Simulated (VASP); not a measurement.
Set up this calculation in VASP 6.6.1, as the native input.

```yaml
Task: single point
Functional: PBE
Potentials_or_basis: VASP PAW PBE potentials, release 64 (Rh_pv, O)
Cutoff: 520 eV
k_mesh: 6 × 6 × 1
Occupations: gaussian, width 0.1 eV
Spin: no spin polarisation
Dipole_correction: yes
Further_INCAR_settings: ALGO = Normal; EDIFF = 1e-06; NBANDS = 105
```

The structure of Rh12O lies in POSCAR:

```
Rh12O
1.0
    5.4165863251      0.0000000000      0.0000000000
   -2.7082931626      4.6909013593      0.0000000000
    0.0000000000      0.0000000000     19.7966119230
Rh O
12 1
Direct
    0.3333333333      0.1666666667      0.2020547766
    0.3333333333      0.6666666667      0.2020547766
    0.8333333333      0.1666666667      0.2020547766
    0.8333333333      0.6666666667      0.2020547766
    0.1666666667      0.3333333333      0.3106031937
    0.1666666667      0.8333333333      0.3106031937
    0.6666666667      0.3333333333      0.3106031937
    0.6666666667      0.8333333333      0.3106031937
    0.0000000000      0.0000000000      0.4190925172
    0.0000000000      0.5000000000      0.4190925172
    0.5000000000      0.0000000000      0.4190925172
    0.5000000000      0.5000000000      0.4190925172
    0.1666666667      0.3333333333      0.4824488787
```

The input as run:

INCAR

```
ALGO = Normal ; DIPOL = 0.5 0.5 0.324
EDIFF = 1E-6 ; ENCUT = 520
GGA = PE ; IDIPOL = 3
ISIF = 2 ; ISMEAR = 0
LASPH = True ; LCHARG = True
LDIPOL = True ; LELF = True
LREAL = False ; LVACPOTAV = True
LVHAR = True ; LWAVE = False
NBANDS = 105 ; NELM = 60
PREC = Accurate ; SIGMA = 0.1
```

KPOINTS

```
k-points
0
Gamma
  6 6 1
```

Potentials or basis: VASP PAW PBE potentials, release 64 (Rh_pv, O).

The run is started by

```sh
$ cat potpaw_PBE.64/Rh_pv/POTCAR potpaw_PBE.64/O/POTCAR > POTCAR
$ mpirun -np 1 vasp_std > vasp.out
```

Results of the run:

* Largest force: 1.114 eV/Å
* Band gap on the k mesh: zero (bands 93 and 94 overlap by 0.83 eV)

It took 15 min on 1 thread of Intel(R) Xeon(R) Platinum 8488C (Sapphire Rapids), on a shared host, peak memory 0.66 GiB.
